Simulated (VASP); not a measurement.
**KCl: single point with PBEsol**

KCl:

```xyz
2
Lattice="3.6340 0.0000 0.0000 0.0000 3.6340 0.0000 0.0000 0.0000 3.6340" Properties=species:S:1:pos:R:3 pbc="T T T"
K     0.0000    0.0000    0.0000
Cl    1.8170    1.8170    1.8170
```

```yaml
Program: VASP 6.6.1
Task: single point
Functional: PBEsol
Potentials_or_basis: VASP PAW PBE potentials, release 64 (K_sv, Cl)
Cutoff: 520 eV
k_mesh: 7 × 7 × 7
Occupations: fermi-dirac, width 0.01 eV
Spin: no spin polarisation
```

The pressure is 2.4 GPa. The band gap on the k mesh is 5.40 eV, indirect (least direct gap 5.60 eV).

Levels at points of the mesh, in eV from the valence-band top:
```tsv
k point	band 4	band 5	band 6	band 7	band 8	band 9	band 10	band 11	band 12	band 13
(0.00, 0.00, 0.00)	-11.03	-11.03	-0.21	-0.21	-0.21	5.40	6.25	6.25	11.07	11.07
```

It took 32 s on 1 thread of Intel Xeon 6975P-C, with other jobs on the host, peak memory 0.16 GiB.

Caveat: the PAW data sets were made with another functional, which shifts forces and pressure a little. A k mesh can miss the band edges.
